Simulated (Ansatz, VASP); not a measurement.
## One calculation of TiWN2, two programs

INCAR

```
SYSTEM = TiWN2
ALGO = Normal
EDIFF = 1E-6
EDIFFG = -0.01
ENCUT = 600
GGA = PE
IBRION = 2
ISIF = 3
ISMEAR = 0
LASPH = .TRUE.
LCHARG = .FALSE.
LREAL = .FALSE.
LWAVE = .FALSE.
NELM = 100
NSW = 100
PREC = Accurate
SIGMA = 0.1
```

The input KPOINTS:

```
k-points
0
G
  18 18 8
  0 0 0
```

Contents of POSCAR:

```
TiWN2
1.0
    2.8683683415      0.0000000000      0.0000000000
   -1.4341841707      2.4840798511      0.0000000000
    0.0000000000      0.0000000000      5.6326401554
Ti W N
1 1 2
Direct
    0.3333333333      0.6666666667      0.5000000000
    0.3333333333      0.6666666667      0.0000000000
    0.0000000000      0.0000000000      0.7588654068
    0.0000000000      0.0000000000      0.2411345932
```

Input for Ansatz:

```yaml
crystal:
  lattice:
    - [2.8683683415, 0.0, 0.0]
    - [-1.4341841707, 2.4840798511, 0.0]
    - [0.0, 0.0, 5.6326401554]
  atoms:
    - { symbol: Ti, position: [0.3333333333, 0.6666666667, 0.5] }
    - { symbol: W, position: [0.3333333333, 0.6666666667, 0.0] }
    - { symbol: "N", position: [0.0, 0.0, 0.7588654068] }
    - { symbol: "N", position: [0.0, 0.0, 0.2411345932] }
basis:
  ecutwfc: 420
kpoints:
  mp_grid: { grid: [18, 18, 8] }
hamiltonian:
  xc: pbe
scf:
  occupations: { method: gaussian, width: 0.1 }
output:
  forces: true
  stress: true
  eigenvalues: true
  write_density: true
  write_potential: true
  elf: true
  volumetric_format: npy
relax:
  adjacent_minimum: "off"
  f_tol: 0.01
  max_steps: 80
  cell: { stress_tol: 0.05 }
```

Alike in both runs: task relaxation of cell and atoms; functional PBE; k mesh 18 × 18 × 8; occupations gaussian, width 0.1 eV; no spin polarisation.

```csv
,VASP,Ansatz
version,VASP 6.6.1,Ansatz 0.2.0
potentials or method,"VASP PAW PBE potentials, release 64 (Ti_sv, W_sv, N), cutoff 600 eV","scalar-relativistic, plane waves, PAW"
valence electrons in the cell,36,36
```

|  | VASP | Ansatz | Ansatz less VASP |
| --- | --- | --- | --- |
| gap on the k mesh at the Fermi level, each at its own relaxed structure (eV) | none | none | - |
| relaxed volume (Å³/atom) | 10.04 | 10.02 | -0.024 |
| relaxed cell length with the largest relative difference (Å) | 5.628 | 5.623 | -0.0051 |

A gap of «none» marks a metal or a gap that the smearing closes.

Spin-orbit coupling is off throughout.
